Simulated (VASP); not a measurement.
# Zr (P6_3/mmc) in VASP: further runs

Zr is run at these levels: r2SCAN; tasks: single point, relaxation of volume and atoms at fixed shape.

Program: VASP 6.6.1. These are calculated values, not measurements. Logs are shortened: lines on timing, memory, paths and dates and some standing lists are left out, and cuts for length are marked.

**1. The cell of the first run**

Symmetry: P6_3/mmc, No. 194, hexagonal system. Conventional cell: a = 3.241 Å, b = 3.241 Å, c = 5.162 Å, α = 90.00°, β = 90.00°, γ = 120.00°. Zr (site symmetry -6m2) has 12 Zr at 3.19 to 3.24 Å within 4.2 Å.

**2. Single point, r2SCAN**

The input, POSCAR:

```
Zr
1.0
    3.2413661324      0.0000000000      0.0000000000
   -1.6206830662      2.8071054137      0.0000000000
    0.0000000000      0.0000000000      5.1619156818
Zr
2
Direct
    0.3333333333      0.6666666667      0.2500000000
    0.6666666667      0.3333333333      0.7500000000
```

The input, INCAR.step1:

```
PREC     = Accurate       # precision mode
ENCUT    = 520            # plane-wave cutoff, eV
ISMEAR   = 1              # smearing method
SIGMA    = 0.05           # smearing width, eV
LREAL    = F              # projectors in reciprocal space
LASPH    = T              # aspherical terms in the spheres
NELM     = 100            # most SCF steps
NBANDS   = 19             # bands
GGA      = PE             # functional
ALGO     = Normal         # electronic algorithm
EDIFF    = 1E-4           # SCF threshold, eV
LWAVE    = T              # write WAVECAR
LCHARG   = F              # write CHGCAR
```

The input, INCAR.step2:

```
PREC     = Accurate       # precision mode
ENCUT    = 520            # plane-wave cutoff, eV
EDIFF    = 1E-6           # SCF threshold, eV
ISMEAR   = 1              # smearing method
SIGMA    = 0.05           # smearing width, eV
LREAL    = F              # projectors in reciprocal space
LASPH    = T              # aspherical terms in the spheres
NELM     = 100            # most SCF steps
ALGO     = Normal         # electronic algorithm
ISIF     = 2              # what is computed and relaxed
LWAVE    = F              # write WAVECAR
LCHARG   = F              # write CHGCAR
METAGGA  = R2SCAN         # meta-GGA
LMIXTAU  = T            
NBANDS   = 19             # bands
ISTART   = 1
```

The input, KPOINTS:

```
Automatic mesh
0
Gamma
  9 9 5
```

Potentials or basis: VASP PAW PBE potentials, release 64 (Zr_sv).

Launch:

```
cat potpaw_PBE.64/Zr_sv/POTCAR > POTCAR
cp INCAR.step1 INCAR
mpirun -np 1 vasp_std > vasp.out
cp INCAR.step2 INCAR
mpirun -np 1 vasp_std > vasp.out
```

OUTCAR:

```text
PREC = Accurate
   ENCUT = 520
   EDIFF = 1E-6
   ISMEAR = 1
   LREAL = F
   LASPH = T
   NELM = 100
   ISIF = 2
   METAGGA = R2SCAN
   ISTART = 1

 ion  position               nearest neighbor table
   1  0.333  0.667  0.250-   2 3.19   2 3.19   2 3.19   2 3.19   2 3.19   2 3.19
   2  0.667  0.333  0.750-   1 3.19   1 3.19   1 3.19   1 3.19   1 3.19   1 3.19

  LATTYP: Found a hexagonal cell.
 ALAT       =     3.2413661324
 C/A-ratio  =     1.5925123762

  Lattice vectors:

 A1 = (   3.2413661324,   0.0000000000,   0.0000000000)
 A2 = (  -1.6206830662,   2.8071054137,   0.0000000000)
 A3 = (   0.0000000000,   0.0000000000,   5.1619156818)

Analysis of symmetry for initial positions (statically):
=====================================================================
 Subroutine PRICEL returns:
 Original cell was already a primitive cell.

 Routine SETGRP: Setting up the symmetry group for a
 hexagonal supercell.

 Subroutine GETGRP returns: Found 24 space group operations
 (whereof 12 operations were pure point group operations)
 out of a pool of 24 trial point group operations.

The static configuration has the point symmetry D_3d.
 The point group associated with its full space group is D_6h.

Analysis of symmetry for dynamics (positions and initial velocities):
=====================================================================
 Subroutine PRICEL returns:
 Original cell was already a primitive cell.

 Routine SETGRP: Setting up the symmetry group for a
 hexagonal supercell.

 Subroutine GETGRP returns: Found 24 space group operations
 (whereof 12 operations were pure point group operations)
 out of a pool of 24 trial point group operations.

The dynamic configuration has the point symmetry D_3d.
 The point group associated with its full space group is D_6h.

 Subroutine INISYM returns: Found 24 space group operations
 (whereof 12 operations are pure point group operations),
 and found     1 'primitive' translations

----------------------------------------------------------------------------------------

                                     Primitive cell

  volume of cell :      46.9675

  direct lattice vectors                    reciprocal lattice vectors
     3.241366132  0.000000000  0.000000000     0.308511893  0.178119424  0.000000000
    -1.620683066  2.807105414  0.000000000     0.000000000  0.356238848  0.000000000
     0.000000000  0.000000000  5.161915682     0.000000000  0.000000000  0.193726527

  length of vectors
     3.241366132  3.241366132  5.161915682     0.356238848  0.356238848  0.193726527

  position of ions in fractional coordinates (direct lattice)
     0.333333333  0.666666667  0.250000000
     0.666666667  0.333333333  0.750000000

  ion indices of the primitive-cell ions
   primitive index   ion index
                 1           1
                 2           2

----------------------------------------------------------------------------------------

 KPOINTS: Automatic mesh

Automatic generation of k-mesh.
 Grid dimensions read from file:
 generate k-points for:    9    9    5

 Generating k-lattice:

  Cartesian coordinates                     Fractional coordinates (reciprocal lattice)
     0.034279099  0.019791047  0.000000000     0.111111111  0.000000000  0.000000000
     0.000000000  0.039582094  0.000000000     0.000000000  0.111111111  0.000000000
     0.000000000  0.000000000  0.038745305     0.000000000  0.000000000  0.200000000

  Length of vectors
     0.039582094  0.039582094  0.038745305

  Shift w.r.t. Gamma in fractional coordinates (k-lattice)
     0.000000000  0.000000000  0.000000000

 Subroutine IBZKPT returns following result:
 ===========================================

 Found     36 irreducible k-points:

 Following reciprocal coordinates:
            Coordinates               Weight
  0.000000  0.000000  0.000000      1.000000
  0.111111  0.000000  0.000000      6.000000
  0.222222 -0.000000  0.000000      6.000000
  0.333333 -0.000000  0.000000      6.000000
  0.444444 -0.000000  0.000000      6.000000
  0.111111  0.111111  0.000000      6.000000
[... 16 lines left out ...]
  0.333333  0.222222  0.200000     24.000000
  0.333333  0.333333  0.200000      4.000000
 [... further k-points ...]
   k-points           NKPTS =     36   k-points in BZ     NKDIM =     36   number of bands    NBANDS=     19
   number of dos      NEDOS =    301   number of ions     NIONS =      2
   total plane-waves  NPLWV =  23040
   dimension x,y,z NGX =    24 NGY =   24 NGZ =   40
   dimension x,y,z NGXF=    48 NGYF=   48 NGZF=   80
   ions per type =               2
   NGX,Y,Z   is equivalent  to a cutoff of  12.31, 12.31, 12.88 a.u.
   NGXF,Y,Z  is equivalent  to a cutoff of  24.62, 24.62, 25.76 a.u.
 SYSTEM =  unknown system
   PREC   = accura    normal or accurate (medium, high low for compatibility)
   ISTART =      1    job   : 0-new  1-cont  2-samecut
   ICHARG =      0    charge: 1-file 2-atom 10-const
   ISPIN  =      1    spin polarized calculation?
   LNONCOLLINEAR =      F non collinear calculations
   LSORBIT =      F    spin-orbit coupling
   LASPH  =      T    aspherical Exc in radial PAW
   ENCUT  =  520.0 eV  38.22 Ry    6.18 a.u.   6.03  6.03  9.60*2*pi/ulx,y,z
   NELM   =    100;   NELMIN=  2; NELMDL=  0     # of ELM steps
   EDIFF  = 0.1E-05   stopping-criterion for ELM
   LREAL  =      F    real-space projection
   EDIFFG = 0.1E-04   stopping-criterion for IOM
   NSW    =      0    number of steps for IOM
   IBRION =     -1    ionic relax: 0-MD 1-quasi-New 2-CG
   NFREE  =      0    steps in history (QN), initial steepest desc. (CG)
   ISIF   =      2    stress and relaxation
   ISYM   =      2    0-nonsym 1-usesym 2-fastsym
   POTIM  = 0.5000    time-step for ionic-motion
   TEBEG  =    0.0;   TEEND  =   0.0 temperature during run
   PSTRESS=    0.0 pullay stress
   NELECT =      24.0000    total number of electrons
   NUPDOWN=      -1.0000    fix difference up-down
   EMIN   =  10.00;   EMAX   =-10.00  energy-range for DOS
   EFERMI =   0.00;   METHOD = LEGACY
   ISMEAR =     1;   SIGMA  =   0.05  broadening in eV -4-tet -1-fermi 0-gaus
   EFERMI_NEDOS =   21; number of points for ismear=-14 and -15
   IALGO  =     38    algorithm
   IMIX   =      4    mixing-type and parameters
     AMIX     =   0.40;   BMIX     =  1.00
     AMIX_MAG =   1.60;   BMIX_MAG =  1.00
  volume/ion in A,a.u.               =      23.48       158.48
  Fermi-wavevector in a.u.,A,eV,Ry     =   1.308818  2.473308 23.306850  1.713005
  Thomas-Fermi vector in A             =   2.439459
   LORBIT       =      0    0 simple, 1 ext, 2 COOP (PROOUT), +10 PAW based schemes
   METAGGA = R2SCAN    functional components
   LHFCALC =     F    Hartree Fock is set to
   AEXX    =    0.0000 exact exchange contribution
   IVDW    =     0    specifies the selected vdW correction
   LEPSILON=     F    determine dielectric tensor
   LRPA    =     F    only Hartree local field effects (RPA)
 non-spin polarized calculation
 Methfessel and Paxton  Order N= 1 SIGMA  =   0.05
  energy-cutoff  :      520.00
  volume of cell :       46.97
 maximum number of plane-waves:      1290
   NGX = 13   NGY = 13   NGZ = 19

 number of electron      24.0000001 magnetization

 Free energy of the ion-electron system (eV)
  ---------------------------------------------------
  ext. energy  EPLUGINS =         0.00000000
  ---------------------------------------------------
  free energy    TOTEN  =       -45.50725017 eV

  energy without entropy =      -45.50680920  energy(sigma->0) =      -45.50710318

 E-fermi :   9.0226     XC(G=0): -11.9065

 val. band max:        9.0162059091   @ k =   0.1111   0.0000   0.4000
 cond. band min:       9.0325024793   @ k =   0.2222   0.2222   0.4000
 fundamental gap:      0.0162965702
 Fermi energy:         9.0226402048

 k-point     1 :       0.0000    0.0000    0.0000
  band No.  band energies     occupation
      1     -41.6283      2.00000
      2     -41.4673      2.00000
      3     -19.4728      2.00000
      4     -18.5762      2.00000
      5     -18.5762      2.00000
      6     -18.4421      2.00000
[... 11 lines left out ...]
     18      11.3204      0.00000
     19      13.6233      0.00000

 k-point     2 :       0.1111    0.0000    0.0000
  band No.  band energies     occupation
      1     -41.6139      2.00000
      2     -41.4614      2.00000
      3     -19.4342      2.00000
      4     -18.6601      2.00000
      5     -18.6035      2.00000
      6     -18.5214      2.00000
[... 11 lines left out ...]
     18      11.0218      0.00000
     19      13.8375      0.00000

 k-point     3 :       0.2222   -0.0000    0.0000
  band No.  band energies     occupation
      1     -41.5759      2.00000
      2     -41.4477      2.00000
      3     -19.3277      2.00000
      4     -18.8728      2.00000
      5     -18.7306      2.00000
      6     -18.6689      2.00000
[... 11 lines left out ...]
     18      11.8283      0.00000
     19      14.1865      0.00000

 k-point     4 :       0.3333   -0.0000    0.0000
  band No.  band energies     occupation
      1     -41.5287      2.00000
      2     -41.4359      2.00000
      3     -19.1814      2.00000
      4     -19.1137      2.00000
      5     -18.9542      2.00000
      6     -18.7390      2.00000
[... 11 lines left out ...]
     18      13.0557      0.00000
     19      14.4142      0.00000

 k-point     5 :       0.4444   -0.0000    0.0000
  band No.  band energies     occupation
      1     -41.4923      2.00000
      2     -41.4334      2.00000
      3     -19.2693      2.00000
      4     -19.0938      2.00000
      5     -19.0506      2.00000
      6     -18.7830      2.00000
[... 11 lines left out ...]
     18      14.3777      0.00000
     19      14.5076      0.00000

 k-point     6 :       0.1111    0.1111    0.0000
  band No.  band energies     occupation
      1     -41.5877      2.00000
      2     -41.4516      2.00000
      3     -19.3615      2.00000
      4     -18.7838      2.00000
      5     -18.7252      2.00000
      6     -18.6020      2.00000
[... 11 lines left out ...]
     18      11.6691      0.00000
     19      14.0111      0.00000

 k-point     7 :       0.2222    0.1111    0.0000
  band No.  band energies     occupation
      1     -41.5449      2.00000
      2     -41.4390      2.00000
      3     -19.2339      2.00000
      4     -18.9925      2.00000
      5     -18.9040      2.00000
      6     -18.7049      2.00000
[... 11 lines left out ...]
     18      12.9121      0.00000
     19      14.1880      0.00000

 k-point     8 :       0.3333    0.1111    0.0000
  band No.  band energies     occupation
      1     -41.5018      2.00000
      2     -41.4331      2.00000
      3     -19.1889      2.00000
      4     -19.0875      2.00000
      5     -19.0379      2.00000
      6     -18.7993      2.00000
[... 256 lines left out ...]
 k-point    20 :       0.3333    0.1111    0.2000
  band No.  band energies     occupation
      1     -41.4952      2.00000
      2     -41.4397      2.00000
      3     -19.2718      2.00000
      4     -19.1261      2.00000
      5     -18.9362      2.00000
      6     -18.7832      2.00000
[... 11 lines left out ...]
     18      13.7636      0.00000
     19      14.6504      0.00000

 k-point    21 :       0.4444    0.1111    0.2000
  band No.  band energies     occupation
      1     -41.4764      2.00000
      2     -41.4390      2.00000
      3     -19.3225      2.00000
      4     -19.1727      2.00000
      5     -18.9258      2.00000
      6     -18.7876      2.00000
[... 11 lines left out ...]
     18      14.2660      0.00000
     19      15.0757      0.00000

 k-point    22 :       0.2222    0.2222    0.2000
  band No.  band energies     occupation
      1     -41.4985      2.00000
      2     -41.4400      2.00000
      3     -19.2086      2.00000
      4     -19.1194      2.00000
      5     -18.8940      2.00000
      6     -18.8392      2.00000
[... 11 lines left out ...]
     18      13.8015      0.00000
     19      14.7451      0.00000

 k-point    23 :       0.3333    0.2222    0.2000
  band No.  band energies     occupation
      1     -41.4691      2.00000
      2     -41.4396      2.00000
      3     -19.2306      2.00000
      4     -19.1403      2.00000
      5     -18.9769      2.00000
      6     -18.8221      2.00000
[... 11 lines left out ...]
     18      14.2100      0.00000
     19      15.6812      0.00000

 k-point    24 :       0.3333    0.3333    0.2000
  band No.  band energies     occupation
      1     -41.4491      2.00000
      2     -41.4491      2.00000
      3     -19.1194      2.00000
      4     -19.1183      2.00000
      5     -19.1183      2.00000
      6     -18.8526      2.00000
[... 11 lines left out ...]
     18      13.5316      0.00000
     19      16.0257      0.00000

 [... further k-points ...]
[... 5 lines left out ...]
  --------------------------------------------------------------------------------------
  -------------------------------------------------------------------------------------
  Total       -0.0300271     -0.0300271      0.0365610      0.0000000     -0.0000000      0.0000000
  in kB       -1.0242978     -1.0242978      1.2471839      0.0000000     -0.0000000      0.0000000
  external PRESSURE =      -0.2671373 kB  Pullay stress =       0.0000000 kB

 VOLUME and BASIS-vectors are now :
 -----------------------------------------------------------------------------
  energy-cutoff  :      520.00
  volume of cell :       46.97
      direct lattice vectors                 reciprocal lattice vectors
     3.241366132  0.000000000  0.000000000     0.308511893  0.178119424  0.000000000
    -1.620683066  2.807105414  0.000000000     0.000000000  0.356238848  0.000000000
     0.000000000  0.000000000  5.161915682     0.000000000  0.000000000  0.193726527

 POSITION                                       TOTAL-FORCE (eV/Angst)
 -----------------------------------------------------------------------------------
     -0.00000      1.87140      1.29048         0.000000     -0.000000      0.000000
      1.62068      0.93570      3.87144        -0.000000      0.000000      0.000000
 -----------------------------------------------------------------------------------
    total drift:                               -0.000000      0.000000     -0.000000

  FREE ENERGIE OF THE ION-ELECTRON SYSTEM (eV)
  ---------------------------------------------------
  free  energy   TOTEN  =       -45.5072501683 eV

  energy  without entropy=      -45.5068091979  energy(sigma->0) =      -45.50710318
```

Run time: 63 s. Hardware: 1 thread of Intel Xeon Platinum 8488C (Sapphire Rapids), shared host; peak memory 0.17 GiB.

Results:

* Free energy: -45.5073 eV
* Pressure: 0.0 GPa
* Band gap on the k mesh: zero (band 12 reaches 9.92 eV, above the bottom of band 13 at 8.62 eV)

Caveat: the PAW data sets were made with another functional, which shifts forces and pressure a little.

**3. Relaxation of volume and atoms at fixed shape, r2SCAN**

This run uses another cell than the first one, of 23.28 Å³/atom, 0.991 times its volume.

The input, POSCAR:

```
Zr
1.0
    3.2320000000      0.0000000000      0.0000000000
   -1.6160000000      2.7989941050      0.0000000000
    0.0000000000      0.0000000000      5.1470000000
Zr
2
Direct
    0.3333333333      0.6666666667      0.2500000000
    0.6666666667      0.3333333333      0.7500000000
```

The input, INCAR.step1:

```
  ALGO = Normal
  EDIFF = 1E-4
  ENCUT = 600
  GGA = PE
  ISMEAR = 1
  LASPH = True
  LCHARG = False
  LREAL = False
  LWAVE = True
  NELM = 80
  PREC = Accurate
  SIGMA = 0.05
```

The input, INCAR.step2:

```
  ALGO = Normal
  EDIFF = 1E-7
  EDIFFG = -0.03
  ENCUT = 600
  IBRION = 2
  ISIF = 8
  ISMEAR = 1
  ISTART = 1
  LASPH = True
  LCHARG = False
  LMIXTAU = True
  LREAL = False
  LWAVE = False
  METAGGA = R2SCAN
  NELM = 80
  NSW = 80
  PREC = Accurate
  SIGMA = 0.05
```

The input, KPOINTS:

```
k-points
0
Gamma
  9 9 5
```

Potentials or basis: VASP PAW PBE potentials, release 64 (Zr_sv).

Launch:

```
cat potpaw_PBE.64/Zr_sv/POTCAR > POTCAR
cp INCAR.step1 INCAR
mpirun -np 1 vasp_std > vasp.out
cp INCAR.step2 INCAR
mpirun -np 1 vasp_std > vasp.out
```

It took 5.6 min on 1 thread of Intel Xeon Platinum 8488C (Sapphire Rapids), shared host; peak memory 0.2 GiB.

Results (log left out):

```
Free energy                            : -45.5039 eV
Relaxed volume                         : 23.48 Å³/atom
Relaxed cell                           : a = 3.241 Å, b = 3.241 Å, c = 5.161 Å, α = 90.00°, β = 90.00°, γ = 120.00°
Space group after relaxing (to 0.05 Å) : P6_3/mmc (No. 194)
Energy gained by relaxing              : 0.5 meV/atom
Ionic steps                            : 3
Pressure after relaxing                : 0.0 GPa
Band gap on the k mesh                 : zero (band 12 reaches 9.92 eV, above the bottom of band 13 at 8.62 eV)
```

Stress tensor (GPa, compression positive):
```
-0.08  0.00  0.00
 0.00 -0.08  0.00
 0.00  0.00  0.15
```

The path:
| step | energy change (eV) | largest force (eV/Å) | pressure (GPa) | volume (Å³) |
| --- | --- | --- | --- | --- |
| 1 | 0.0000 | 0.0000 | 0.83 | 46.56 |
| 2 | 0.0001 | 0.0000 | -0.87 | 47.38 |
| 3 | -0.0010 | 0.0000 | -0.01 | 46.95 |

Final structure:
```yaml
crystal:
  lattice:
    - [3.24108, 0.00000, 0.00000]
    - [-1.62054, 2.80685, 0.00000]
    - [0.00000, 0.00000, 5.16145]
  atoms:
    - { symbol: Zr, position: [0.33333, 0.66667, 0.25000] }
    - { symbol: Zr, position: [0.66667, 0.33333, 0.75000] }
```

Levels at points of the mesh, in eV from the Fermi level:
```csv
k point,band 8,band 9,band 10,band 11,band 12,band 13,band 14,band 15,band 16
"(0.00, 0.00, 0.00)",-27.46,-6.07,-3.25,0.90,0.90,0.92,1.06,1.64,1.64
```

Caveat: the PAW data sets were made with another functional, which shifts forces and pressure a little. Zero-point motion and thermal expansion aren't in these numbers.
